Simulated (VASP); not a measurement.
# LaZn: single point with LDA

The system is LaZn.

```xyz
2
Lattice="3.6993 0.0000 0.0000 0.0000 3.6993 0.0000 0.0000 0.0000 3.6993" Properties=species:S:1:pos:R:3 pbc="T T T"
La    1.8497    1.8497    1.8497
Zn    0.0000    0.0000    0.0000
```

This cell differs from its parent crystal: volume scaled by 0.96.

- Program: VASP 6.6.1
- Task: single point
- Functional: LDA
- Potentials or basis: VASP PAW LDA potentials, release 64 (La, Zn)
- Cutoff: 520 eV
- k mesh: 9 × 9 × 9
- Occupations: fermi-dirac, width 0.05 eV
- Spin: no spin polarisation
- Dipole correction: no
- Further INCAR settings: ALGO = Normal; EDIFF = 1e-07; NBANDS = 18

```json
{"Pressure": "-2.2 GPa"}
```

Levels at points of the mesh, in eV from the Fermi level:
```tsv
k point	band 8	band 9	band 10	band 11	band 12	band 13	band 14	band 15	band 16	band 17
(0.00, 0.00, 0.00)	-7.05	-7.05	-6.15	-0.43	-0.43	1.69	1.69	1.69	1.83	1.83
```

It took 16 s on 1 thread of Intel(R) Xeon(R) Platinum 8488C (Sapphire Rapids), with other jobs on the host, peak memory 0.17 GiB.

Caveat: spin-orbit coupling is left out, which moves the levels of the heavy elements.
